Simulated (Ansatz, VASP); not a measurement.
## One calculation of Ti2O, two programs

```
Ti O
1.0
     2.95295    0.00000    0.00000
    -1.47648    2.55733    0.00000
     0.00000    0.00000    4.72373
Ti O
2 1
Direct
  0.66667 0.33333 0.26267
  0.33333 0.66667 0.73733
  0.00000 0.00000 0.00000
```

Alike in both runs: task relaxation of cell and atoms; functional PBEsol; k mesh 18 × 18 × 10; occupations fermi-dirac, width 0.15 eV; no spin polarisation.

|  | VASP | Ansatz |
| --- | --- | --- |
| version | VASP 6.6.1 | Ansatz 0.2.0 |
| potentials or method | VASP PAW PBE potentials, release 64 (Ti_sv, O), cutoff 600 eV | scalar-relativistic, plane waves, PAW |
| valence electrons in the cell | 30 | 30 |

```tsv
	VASP	Ansatz	Ansatz less VASP
gap on the k mesh at the Fermi level, each at its own relaxed structure (eV)	none	none	-
relaxed volume (Å³/atom)	11.91	11.91	-0.007
relaxed cell length with the largest relative difference (Å)	4.734	4.729	-0.0050
```

VASP's potentials were made for PBE, not for PBEsol. A gap of «none» marks a metal or a gap that the smearing closes.
